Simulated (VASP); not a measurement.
# Rh (Pm-3n) in VASP: relaxation of cell and atoms with PBE

Aim: the relaxation of cell and atoms of Rh with PBE.

Everything below comes from runs of VASP 6.6.1. Logs are shortened: lines on timing, memory, paths and dates and some standing lists are left out, and cuts for length are marked.

### Step 1. The cell of the first run

The structure is cubic, space group Pm-3n (No. 223). The conventional cell has a = 4.792 Å, b = 4.792 Å, c = 4.792 Å, α = 90.00°, β = 90.00°, γ = 90.00°. Rh (site symmetry m-3) has 12 Rh at 2.68 Å within 3.5 Å. Within 3.2 Å of Rh (site symmetry -4m2) lie 14 Rh at 2.40 to 2.93 Å.

### Step 2. Relaxation of cell and atoms, PBE

File INCAR:

```
PREC = Accurate
ENCUT = 500
EDIFF = 1E-7
ISMEAR = -1
SIGMA = 0.1
LREAL = False
LASPH = True
NELM = 120
ALGO = Normal
ISIF = 3
LWAVE = False
LCHARG = False
GGA = PE
IBRION = 2
NSW = 80
EDIFFG = -0.01
GGA_COMPAT = False
NELMIN = 4
```

File KPOINTS:

```
regular mesh
0
Gamma
  6 6 6
```

File POSCAR:

```
Rh
1.0
    4.7916057449      0.0000000000      0.0000000000
    0.0000000000      4.7916057449      0.0000000000
    0.0000000000      0.0000000000      4.7916057449
Rh
8
Direct
    0.0000000000      0.0000000000      0.0000000000
    0.5000000000      0.5000000000      0.5000000000
    0.2500000000      0.0000000000      0.5000000000
    0.7500000000      0.0000000000      0.5000000000
    0.5000000000      0.2500000000      0.0000000000
    0.5000000000      0.7500000000      0.0000000000
    0.0000000000      0.5000000000      0.2500000000
    0.0000000000      0.5000000000      0.7500000000
```

Potentials or basis: VASP PAW PBE potentials, release 64 (Rh_pv).

Command:

```bash
> cat potpaw_PBE.64/Rh_pv/POTCAR > POTCAR
> mpirun -np 1 vasp_std > vasp.out
```

OUTCAR:

```text
PREC = Accurate
   ENCUT = 500
   EDIFF = 1E-7
   ISMEAR = -1
   LREAL = False
   LASPH = True
   NELM = 120
   ISIF = 3
   GGA = PE
   IBRION = 2
   NSW = 80
   EDIFFG = -0.01
   NELMIN = 4

 ion  position               nearest neighbor table
   1  0.000  0.000  0.000-   3 2.68   4 2.68   5 2.68   6 2.68   7 2.68   8 2.68   3 2.68   4 2.68
                             7 2.68   8 2.68   5 2.68   6 2.68
   2  0.500  0.500  0.500-   3 2.68   4 2.68   5 2.68   6 2.68   7 2.68   8 2.68   5 2.68   6 2.68
                             3 2.68   4 2.68   7 2.68   8 2.68
   3  0.250  0.000  0.500-   4 2.40   4 2.40   1 2.68   1 2.68   2 2.68   2 2.68   8 2.93   5 2.93
                             5 2.93   6 2.93   6 2.93   7 2.93   8 2.93   7 2.93
   4  0.750  0.000  0.500-   3 2.40   3 2.40   1 2.68   1 2.68   2 2.68   2 2.68   8 2.93   5 2.93
                             5 2.93   6 2.93   6 2.93   7 2.93   8 2.93   7 2.93
   5  0.500  0.250  0.000-   6 2.40   6 2.40   1 2.68   2 2.68   2 2.68   1 2.68   8 2.93   4 2.93
                             3 2.93   4 2.93   3 2.93   7 2.93   7 2.93   8 2.93
   6  0.500  0.750  0.000-   5 2.40   5 2.40   1 2.68   2 2.68   2 2.68   1 2.68   8 2.93   4 2.93
                             3 2.93   4 2.93   3 2.93   7 2.93   7 2.93   8 2.93
   7  0.000  0.500  0.250-   8 2.40   8 2.40   1 2.68   2 2.68   1 2.68   2 2.68   3 2.93   4 2.93
                             5 2.93   3 2.93   4 2.93   6 2.93   5 2.93   6 2.93
   8  0.000  0.500  0.750-   7 2.40   7 2.40   1 2.68   2 2.68   1 2.68   2 2.68   3 2.93   4 2.93
                             5 2.93   3 2.93   4 2.93   6 2.93   5 2.93   6 2.93

  LATTYP: Found a simple cubic cell.
 ALAT       =     4.7916057449

  Lattice vectors:

 A1 = (   4.7916057449,   0.0000000000,   0.0000000000)
 A2 = (   0.0000000000,   4.7916057449,   0.0000000000)
 A3 = (   0.0000000000,   0.0000000000,   4.7916057449)

Analysis of symmetry for initial positions (statically):
=====================================================================
 Subroutine PRICEL returns:
 Original cell was already a primitive cell.

 Routine SETGRP: Setting up the symmetry group for a
 simple cubic supercell.

 Subroutine GETGRP returns: Found 48 space group operations
 (whereof 24 operations were pure point group operations)
 out of a pool of 48 trial point group operations.

The static configuration has the point symmetry T_h .
 The point group associated with its full space group is O_h .

Analysis of symmetry for dynamics (positions and initial velocities):
=====================================================================
 Subroutine PRICEL returns:
 Original cell was already a primitive cell.

 Routine SETGRP: Setting up the symmetry group for a
 simple cubic supercell.

 Subroutine GETGRP returns: Found 48 space group operations
 (whereof 24 operations were pure point group operations)
 out of a pool of 48 trial point group operations.

The dynamic configuration has the point symmetry T_h .
 The point group associated with its full space group is O_h .

 Subroutine INISYM returns: Found 48 space group operations
 (whereof 24 operations are pure point group operations),
 and found     1 'primitive' translations

----------------------------------------------------------------------------------------

                                     Primitive cell

  volume of cell :     110.0128

  direct lattice vectors                    reciprocal lattice vectors
     4.791605745  0.000000000  0.000000000     0.208698306  0.000000000  0.000000000
     0.000000000  4.791605745  0.000000000     0.000000000  0.208698306  0.000000000
     0.000000000  0.000000000  4.791605745     0.000000000  0.000000000  0.208698306

  length of vectors
     4.791605745  4.791605745  4.791605745     0.208698306  0.208698306  0.208698306

  position of ions in fractional coordinates (direct lattice)
     0.000000000  0.000000000  0.000000000
     0.500000000  0.500000000  0.500000000
     0.250000000  0.000000000  0.500000000
     0.750000000  0.000000000  0.500000000
     0.500000000  0.250000000  0.000000000
     0.500000000  0.750000000  0.000000000
     0.000000000  0.500000000  0.250000000
     0.000000000  0.500000000  0.750000000

  ion indices of the primitive-cell ions
   primitive index   ion index
                 1           1
                 2           2
                 3           3
                 4           4
                 5           5
                 6           6
                 7           7
                 8           8

----------------------------------------------------------------------------------------

 KPOINTS: regular mesh

Automatic generation of k-mesh.
 Grid dimensions read from file:
 generate k-points for:    6    6    6

 Generating k-lattice:

  Cartesian coordinates                     Fractional coordinates (reciprocal lattice)
     0.034783051  0.000000000  0.000000000     0.166666667  0.000000000  0.000000000
     0.000000000  0.034783051  0.000000000     0.000000000  0.166666667  0.000000000
     0.000000000  0.000000000  0.034783051     0.000000000  0.000000000  0.166666667

  Length of vectors
     0.034783051  0.034783051  0.034783051

  Shift w.r.t. Gamma in fractional coordinates (k-lattice)
     0.000000000  0.000000000  0.000000000

 Subroutine IBZKPT returns following result:
 ===========================================

 Found     20 irreducible k-points:

 Following reciprocal coordinates:
            Coordinates               Weight
  0.000000  0.000000  0.000000      1.000000
  0.166667  0.000000  0.000000      6.000000
  0.333333  0.000000  0.000000      6.000000
  0.500000  0.000000  0.000000      3.000000
  0.166667  0.166667  0.000000     12.000000
  0.333333  0.166667  0.000000     24.000000
[... 12 lines left out ...]
  0.500000  0.500000  0.333333      6.000000
  0.500000  0.500000  0.500000      1.000000
   k-points           NKPTS =     20   k-points in BZ     NKDIM =     20   number of bands    NBANDS=     72
   number of dos      NEDOS =    301   number of ions     NIONS =      8
   total plane-waves  NPLWV =  46656
   dimension x,y,z NGX =    36 NGY =   36 NGZ =   36
   dimension x,y,z NGXF=    72 NGYF=   72 NGZF=   72
   ions per type =               8
   NGX,Y,Z   is equivalent  to a cutoff of  12.49, 12.49, 12.49 a.u.
   NGXF,Y,Z  is equivalent  to a cutoff of  24.98, 24.98, 24.98 a.u.
 SYSTEM =  unknown system
   PREC   = accura    normal or accurate (medium, high low for compatibility)
   ISTART =      0    job   : 0-new  1-cont  2-samecut
   ICHARG =      2    charge: 1-file 2-atom 10-const
   ISPIN  =      1    spin polarized calculation?
   LNONCOLLINEAR =      F non collinear calculations
   LSORBIT =      F    spin-orbit coupling
   LASPH  =      T    aspherical Exc in radial PAW
   ENCUT  =  500.0 eV  36.75 Ry    6.06 a.u.   8.74  8.74  8.74*2*pi/ulx,y,z
   NELM   =    120;   NELMIN=  4; NELMDL= -5     # of ELM steps
   EDIFF  = 0.1E-06   stopping-criterion for ELM
   LREAL  =      F    real-space projection
   EDIFFG = -.1E-01   stopping-criterion for IOM
   NSW    =     80    number of steps for IOM
   IBRION =      2    ionic relax: 0-MD 1-quasi-New 2-CG
   NFREE  =      1    steps in history (QN), initial steepest desc. (CG)
   ISIF   =      3    stress and relaxation
   ISYM   =      2    0-nonsym 1-usesym 2-fastsym
   POTIM  = 0.5000    time-step for ionic-motion
   TEBEG  =    0.0;   TEEND  =   0.0 temperature during run
   PSTRESS=    0.0 pullay stress
   NELECT =     120.0000    total number of electrons
   NUPDOWN=      -1.0000    fix difference up-down
   EMIN   =  10.00;   EMAX   =-10.00  energy-range for DOS
   EFERMI =   0.00;   METHOD = LEGACY
   ISMEAR =    -1;   SIGMA  =   0.10  broadening in eV -4-tet -1-fermi 0-gaus
   EFERMI_NEDOS =   21; number of points for ismear=-14 and -15
   IALGO  =     38    algorithm
   IMIX   =      4    mixing-type and parameters
     AMIX     =   0.40;   BMIX     =  1.00
     AMIX_MAG =   1.60;   BMIX_MAG =  1.00
  volume/ion in A,a.u.               =      13.75        92.80
  Fermi-wavevector in a.u.,A,eV,Ry     =   1.685211  3.184586 38.639656  2.839935
  Thomas-Fermi vector in A             =   2.768095
   LORBIT       =      0    0 simple, 1 ext, 2 COOP (PROOUT), +10 PAW based schemes
   GGA     = PE    functional components
   LHFCALC =     F    Hartree Fock is set to
   AEXX    =    0.0000 exact exchange contribution
   IVDW    =     0    specifies the selected vdW correction
   LEPSILON=     F    determine dielectric tensor
   LRPA    =     F    only Hartree local field effects (RPA)
 conjugate gradient relaxation of ions
 non-spin polarized calculation
  energy-cutoff  :      500.00
  volume of cell :      110.01
 maximum number of plane-waves:      2826
 NGX is ok and might be reduce to    36
   NGX = 17   NGY = 17   NGZ = 17

--------------------------------------- Ionic step        1  -------------------------------------------

 number of electron     119.9999923 magnetization

 Free energy of the ion-electron system (eV)
  ---------------------------------------------------
  ext. energy  EPLUGINS =         0.00000000
  ---------------------------------------------------
  free energy    TOTEN  =       -55.65125333 eV

  energy without entropy =      -55.17007012  energy(sigma->0) =      -55.41066173

------------------------ aborting loop because EDIFF is reached ----------------------------------------

  FORCE on cell =-STRESS in cart. coord.  units (eV):
  Direction    XX          YY          ZZ          XY          YZ          ZX
  --------------------------------------------------------------------------------------
  -------------------------------------------------------------------------------------
  Total       10.9172273     10.9172273     10.9172273     -0.0000000      0.0000000     -0.0000000
  in kB      158.9936221    158.9936221    158.9936221     -0.0000000      0.0000000     -0.0000000
  external PRESSURE =     158.9936221 kB  Pullay stress =       0.0000000 kB
[... 27 lines left out ...]
  energy  without entropy=      -55.1700701229  energy(sigma->0) =      -55.41066173

--------------------------------------- Ionic step        2  -------------------------------------------

 number of electron     119.9999952 magnetization

 E-fermi :   8.7389     XC(G=0): -12.8092

 val. band max:        8.7360088925   @ k =   0.5000   0.3333   0.1667
 cond. band min:       8.7477800176   @ k =   0.5000   0.5000   0.0000
 fundamental gap:      0.0117711251
 Fermi energy:         8.7389312280

 k-point     1 :       0.0000    0.0000    0.0000
  band No.  band energies     occupation
      1     -37.9499      2.00000
      2     -37.9499      2.00000
      3     -37.9107      2.00000
      4     -37.5645      2.00000
      5     -37.5645      2.00000
      6     -37.5645      2.00000
[... 1570 lines left out ...]
  energy  without entropy=      -55.4309821368  energy(sigma->0) =      -55.69622052

--------------------------------------- Ionic step        4  -------------------------------------------

 number of electron     120.0000120 magnetization

 Free energy of the ion-electron system (eV)
  ---------------------------------------------------
  ext. energy  EPLUGINS =         0.00000000
  ---------------------------------------------------
  free energy    TOTEN  =       -55.96215133 eV

  energy without entropy =      -55.43383797  energy(sigma->0) =      -55.69799465

 E-fermi :  10.8766     XC(G=0): -13.6293

 val. band max:       10.8707172770   @ k =   0.3333   0.3333   0.0000
 cond. band min:      10.8838987535   @ k =   0.3333   0.3333   0.0000
 fundamental gap:      0.0131814765
 Fermi energy:        10.8766436129

 k-point     1 :       0.0000    0.0000    0.0000
  band No.  band energies     occupation
      1     -36.3310      2.00000
      2     -36.3310      2.00000
      3     -36.2651      2.00000
      4     -35.8354      2.00000
      5     -35.8354      2.00000
      6     -35.8354      2.00000
[... 1524 lines left out ...]
  FREE ENERGIE OF THE ION-ELECTRON SYSTEM (eV)
  ---------------------------------------------------
  free  energy   TOTEN  =       -55.9621513322 eV

  energy  without entropy=      -55.4338379728  energy(sigma->0) =      -55.69799465

 reached required accuracy - stopping structural energy minimisation
```

It took 9.9 min on 1 thread of Intel Xeon 8259CL, shared host; peak memory 0.27 GiB.

What came out:

- Free energy: -55.9622 eV
- Relaxed volume: 14.59 Å³/atom
- Relaxed cell: a = 4.887 Å, b = 4.887 Å, c = 4.887 Å, α = 90.00°, β = 90.00°, γ = 90.00°
- Space group after relaxing (to 0.1 Å): Pm-3n (No. 223)
- Energy gained by relaxing: 38.9 meV/atom
- Ionic steps: 4
- Pressure after relaxing: -0.1 GPa
- Band gap on the k mesh: zero (bands 60 and 61 overlap by 0.42 eV)

Step by step:
```csv
step,energy change (eV),largest force (eV/Å),pressure (GPa),volume (Å³)
1,0.0000,0.0000,15.90,110.01
2,0.9933,0.0000,-22.07,133.20
3,-0.3102,0.0000,-0.66,117.00
4,-0.3109,0.0000,-0.06,116.70
```

Final structure:
```
CELL_PARAMETERS angstrom
4.88672 0.00000 0.00000
0.00000 4.88672 0.00000
0.00000 0.00000 4.88672
ATOMIC_POSITIONS crystal
Rh 0.00000 0.00000 0.00000
Rh 0.50000 0.50000 0.50000
Rh 0.25000 0.00000 0.50000
Rh 0.75000 0.00000 0.50000
Rh 0.50000 0.25000 0.00000
Rh 0.50000 0.75000 0.00000
Rh 0.00000 0.50000 0.25000
Rh 0.00000 0.50000 0.75000
```

Levels at points of the mesh, in eV from the Fermi level:
```tsv
k point	band 56	band 57	band 58	band 59	band 60	band 61	band 62	band 63	band 64	band 65
(0.00, 0.00, 0.00)	-0.77	-0.77	-0.30	-0.30	0.22	0.22	0.22	0.60	0.60	0.60
(0.50, 0.00, 0.00)	-0.74	-0.26	-0.26	-0.16	-0.16	-0.11	-0.11	0.57	0.57	1.14
(0.50, 0.50, 0.00)	-0.60	-0.60	-0.52	-0.13	-0.13	0.02	0.29	0.30	0.30	0.60
(0.50, 0.50, 0.50)	-0.08	-0.08	-0.08	-0.08	-0.08	0.05	0.05	0.05	0.05	1.55
```
